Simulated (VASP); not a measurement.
Wanted: the native input for a VASP 6.6.1 run.

```
Task                   : single point
Functional             : PBE
Potentials or basis    : VASP PAW PBE potentials, release 64 (Mo_sv, S)
Cutoff                 : 520 eV
k mesh                 : 10 × 10 × 10
Occupations            : fermi-dirac, width 0.02 eV
Spin                   : no spin polarisation
Dipole correction      : no
Further INCAR settings : ALGO = Normal; EDIFF = 1e-06; NBANDS = 20
```

The structure of MoS2 lies in POSCAR:

```
MoS2
1.0
    1.6450615192      0.9497767110      6.0655340359
   -1.6450615192      0.9497767110      6.0655340359
    0.0000000000     -1.8995534219      6.0655340359
Mo S
1 2
Direct
   -0.0000167050     -0.0000167050     -0.0000167050
    0.4168537720      0.4168537720      0.4168537720
    0.2498295997      0.2498295997      0.2498295997
```

This cell differs from its parent crystal: epitaxial xy strain +3.6%.

These files were run (other wordings do the same):

INCAR

```
SYSTEM = MoS2
  PREC = Accurate
  ENCUT = 520
  EDIFF = 1E-6
  ISMEAR = -1
  SIGMA = 0.02
  LREAL = .FALSE.
  LASPH = .TRUE.
  NELM = 60
  ALGO = Normal
  ISIF = 2
  LWAVE = .FALSE.
  LCHARG = .FALSE.
  GGA = PE
  NBANDS = 20
```

KPOINTS

```
regular mesh
0
G
  10 10 10
  0 0 0
```

Potentials or basis: VASP PAW PBE potentials, release 64 (Mo_sv, S).

Command:

```sh
$ cat potpaw_PBE.64/Mo_sv/POTCAR potpaw_PBE.64/S/POTCAR > POTCAR
$ mpirun -np 1 vasp_std > vasp.out
```

It gave:

- Pressure: -3.8 GPa
- Largest force: 0.070 eV/Å
- Band gap on the k mesh: 0.44 eV, indirect (least direct gap 1.60 eV)

Caveat: the cell differs from its parent crystal (epitaxial xy strain +3.6%).

Wall time 11 min on 1 thread of AMD EPYC 7R13, with other jobs on the host, peak memory 0.35 GiB.
